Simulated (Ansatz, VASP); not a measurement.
## Os: VASP beside Ansatz

The input INCAR:

```
SYSTEM = Os
PREC = Accurate ; ENCUT = 600
EDIFF = 1E-7 ; ISMEAR = 0
SIGMA = 0.1 ; LREAL = .FALSE.
LASPH = .TRUE. ; NELM = 80
ALGO = Normal ; ISIF = 3
LWAVE = .FALSE. ; LCHARG = .FALSE.
GGA = PE ; IBRION = 2
NSW = 100 ; EDIFFG = -0.01
```

Contents of KPOINTS:

```
Automatic mesh
0
G
  24 24 24
  0 0 0
```

File POSCAR:

```
Os
1.0
   -1.5448709631      1.5448709631      1.5448709631
    1.5448709631     -1.5448709631      1.5448709631
    1.5448709631      1.5448709631     -1.5448709631
Os
1
Direct
    0.0000000000      0.0000000000      0.0000000000
```

Input for Ansatz:

```yaml
crystal:
  lattice:
    - [-1.5448709631, 1.5448709631, 1.5448709631]
    - [1.5448709631, -1.5448709631, 1.5448709631]
    - [1.5448709631, 1.5448709631, -1.5448709631]
  atoms:
    - { symbol: Os, position: [0.0, 0.0, 0.0] }
basis:
  ecutwfc: 420
kpoints:
  mp_grid: { grid: [24, 24, 24] }
hamiltonian:
  xc: pbe
scf:
  occupations: { method: gaussian, width: 0.1 }
output:
  forces: true
  stress: true
  eigenvalues: true
relax:
  adjacent_minimum: "off"
  f_tol: 0.01
  max_steps: 80
  cell: { stress_tol: 0.05 }
```

Alike in both runs: task relaxation of cell and atoms; functional PBE; k mesh 24 × 24 × 24; occupations gaussian, width 0.1 eV; no spin polarisation.

|  | VASP | Ansatz |
| --- | --- | --- |
| version | VASP 6.6.1 | Ansatz 0.2.0 |
| potentials or method | VASP PAW PBE potentials, release 64 (Os), cutoff 600 eV | scalar-relativistic, plane waves, PAW |
| valence electrons in the cell | 8 | 16 |

```csv
,VASP,Ansatz,Ansatz less VASP
"gap on the k mesh at the Fermi level, each at its own relaxed structure (eV)",none,none,-
relaxed volume (Å³/atom),14.78,14.77,-0.007
relaxed length of the cell vector where the two differ most in proportion (Å),2.678,2.677,-0.0004
```

A gap of «none» marks a metal or a gap that the smearing closes. VASP's potentials hold 8 valence electrons a cell and Ansatz's 16, so a difference there can come from the potentials and not from the codes.

Spin-orbit coupling is off throughout.
